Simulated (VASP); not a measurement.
Here is a VASP 6.6.1 calculation.

File INCAR:

```
SYSTEM = Sb2Au
PREC = Accurate
ENCUT = 520
EDIFF = 1E-8
ISMEAR = -1
SIGMA = 0.08
LREAL = .FALSE.
LASPH = .TRUE.
NELM = 80
ALGO = Normal
ISIF = 2
LWAVE = .FALSE.
LCHARG = .FALSE.
GGA = CA
LEFG = .TRUE.
NBANDS = 18
```

Contents of KPOINTS:

```
Automatic mesh
0
G
  9 9 9
  0 0 0
```

POSCAR

```
Sb2Au
1.0
    0.0000000000      3.3717944959      3.3717944959
    3.3717944959      0.0000000000      3.3717944959
    3.3717944959      3.3717944959      0.0000000000
Sb Au
2 1
Direct
    0.2500000000      0.2500000000      0.2500000000
    0.7500000000      0.7500000000      0.7500000000
    0.0000000000      0.0000000000      0.0000000000
```

Potentials or basis: VASP PAW LDA potentials, release 64 (Sb, Au).

The run is started by

```bash
$ cat potpaw_LDA.64/Sb/POTCAR potpaw_LDA.64/Au/POTCAR > POTCAR
$ mpirun -np 1 vasp_std > vasp.out
```

Question: What does it give for the band gap on the k mesh?

Answer: Zero (an odd number of electrons rules out a gap without spin polarisation).

Question: Predict the pressure.

Answer: -0.6 GPa.

Caveat: spin-orbit coupling is left out, which moves the levels of the heavy elements; an odd number of electrons without spin polarisation forces a metal; a magnetic or distorted state may lie lower.
